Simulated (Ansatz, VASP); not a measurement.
## Pt: VASP beside Ansatz

```
Pt
1.0
     1.38613   -3.88595    0.00000
     1.38613    3.88595    0.00000
     0.00000    0.00000    3.03037
Pt
2
Direct
  0.86700 0.13300 0.25000
  0.13300 0.86700 0.75000
```

Alike in both runs: task relaxation of cell and atoms; functional PBE; k mesh 6 × 6 × 6; occupations gaussian, width 0.1 eV; no spin polarisation.

|  | VASP | Ansatz |
| --- | --- | --- |
| version | VASP 6.6.1 | Ansatz 0.2.0 |
| potentials or method | VASP PAW PBE potentials, release 64 (Pt), cutoff 600 eV | scalar-relativistic, plane waves, PAW |
| valence electrons in the cell | 20 | 36 |

```csv
,VASP,Ansatz,Ansatz less VASP
"gap on the k mesh at the Fermi level, each at its own relaxed structure (eV)",none,none,-
relaxed volume (Å³/atom),16.28,16.32,+0.031
relaxed length of the cell vector where the two differ most in proportion (Å),2.736,2.740,+0.0038
```

A gap of «none» marks a metal or a gap that the smearing closes. VASP's potentials hold 20 valence electrons a cell and Ansatz's 36, so a difference there can come from the potentials and not from the codes.

The k mesh is coarse, so the values compare programs but aren't converged. Spin-orbit coupling is off throughout.
